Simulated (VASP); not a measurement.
The system is Si.

```
CELL_PARAMETERS angstrom
0.12092 2.71946 2.71946
2.71946 0.12092 2.71946
2.71946 2.71946 0.12092
ATOMIC_POSITIONS crystal
Si 0.00310 0.00310 0.00310
Si 0.24690 0.24690 0.24690
```

This cell differs from its parent crystal: epitaxial 111 strain -4.5%.

Base run:

```yaml
Program: VASP 6.6.1
Functional: HSE06
Potentials_or_basis: VASP PAW PBE potentials, release 64 (Si)
Cutoff: 520 eV
k_mesh: 6 × 6 × 6
Occupations: fermi-dirac, width 0.02 eV
Spin: no spin polarisation
```

Its results: band gap on the k mesh 0.50 eV (least direct gap 2.23 eV); pressure 7.4 GPa; largest force 0.022 eV/Å.

Problem. The run is repeated on the same cell with these changes: functional from HSE06 to PBE; k mesh from 6 × 6 × 6 to 8 × 8 × 8. What comes out?

Solution. Band gap on the k mesh zero (bands 4 and 5 overlap by 0.04 eV); pressure 8.9 GPa; largest force 0.061 eV/Å.

Several settings changed at once.

Caveats: the cell stands under pressure; the PAW data sets were made with another functional, which shifts forces and pressure a little (at least some runs); semilocal functionals underestimate gaps, and a narrow one can read as zero (at least some runs).

A k mesh can miss the band edges.
